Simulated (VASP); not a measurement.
Wanted: the native input for a VASP 6.6.1 run.

| Item | Value |
| --- | --- |
| Task | single point |
| Functional | PBE |
| Potentials or basis | VASP PAW PBE potentials, release 64 (Hf_pv, C) |
| Cutoff | 520 eV |
| k mesh | 10 × 10 × 10 |
| Occupations | fermi-dirac, width 0.05 eV |
| Spin | no spin polarisation |
| Dipole correction | no |
| Further INCAR settings | ALGO = Normal; EDIFF = 1e-06; NBANDS = 14 |

The structure of HfC lies in POSCAR:

```
HfC
1.0
    0.0000000000      2.2462340137      2.2462340137
    2.2462340137      0.0000000000      2.2462340137
    2.2462340137      2.2462340137      0.0000000000
Hf C
1 1
Direct
    0.5000000000      0.5000000000      0.5000000000
    0.0000000000      0.0000000000      0.0000000000
```

These files were run (other wordings do the same):

INCAR

```
SYSTEM = HfC
PREC = Accurate
ENCUT = 520
EDIFF = 1E-6
ISMEAR = -1
SIGMA = 0.05
LREAL = .False.
LASPH = .True.
NELM = 60
ALGO = Normal
ISIF = 2
LWAVE = .False.
LCHARG = .False.
GGA = PE
NBANDS = 14
```

KPOINTS

```
regular mesh
0
Gamma
  10 10 10
  0 0 0
```

Potentials or basis: VASP PAW PBE potentials, release 64 (Hf_pv, C).

Command:

```bash
$ cat potpaw_PBE.64/Hf_pv/POTCAR potpaw_PBE.64/C/POTCAR > POTCAR
$ mpirun -np 1 vasp_std > vasp.out
```

It gave:

```yaml
Pressure: 29.8 GPa
Band_gap_on_the_k_mesh: zero (band 7 reaches 7.83 eV, above the bottom of band 8 at 6.39 eV)
```

Caveat: spin-orbit coupling is left out, which moves the levels of the heavy elements.

It took 13 s on 1 thread of Intel(R) Xeon(R) Platinum 8259CL CPU @ 2.50GHz (Skylake/Cascade Lake), with other jobs on the host, peak memory 0.14 GiB.
